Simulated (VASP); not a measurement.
Input of a VASP 6.6.1 run:

The input INCAR:

```
SYSTEM = Pd
PREC = Accurate
ENCUT = 400
EDIFF = 1E-6
ISMEAR = 0
SIGMA = 0.1
LREAL = .FALSE.
LASPH = .TRUE.
NELM = 120
ALGO = Normal
ISIF = 2
LWAVE = .FALSE.
LCHARG = .FALSE.
GGA = PS
IVDW = 12
NBANDS = 44
GGA_COMPAT = .FALSE.
```

File KPOINTS:

```
regular mesh
0
G
  2 2 2
  0 0 0
```

File POSCAR:

```
Pd
1.0
   -3.1445620000      3.1445620000      3.1445620000
    3.1445620000     -3.1445620000      3.1445620000
    3.1445620000      3.1445620000     -3.1445620000
Pd
7
Direct
    0.0000000000      0.0000000000      0.0000000000
    0.0000000000      0.5000000000      0.0000000000
    0.0000000000      0.5000000000      0.5000000000
    0.5000000000      0.0000000000      0.0000000000
    0.5000000000      0.0000000000      0.5000000000
    0.5000000000      0.5000000000      0.0000000000
    0.5000000000      0.5000000000      0.5000000000
```

Potentials or basis: VASP PAW PBE potentials, release 64 (Pd).

Command:

```bash
$ cat potpaw_PBE.64/Pd/POTCAR > POTCAR
$ mpirun -np 1 vasp_std > vasp.out
```

(1) Estimate the dispersion energy per atom.

(2) What does it give for the pressure?

(3) Predict the band gap on the k mesh.

## Answers

(1) -0.515 eV.

(2) -21.4 GPa.

(3) zero (band 35 reaches 7.51 eV, above the bottom of band 36 at 6.91 eV).

Caveat: the k points lie up to 0.71 Å⁻¹ apart; the PAW data sets were made with another functional, which shifts forces and pressure a little.
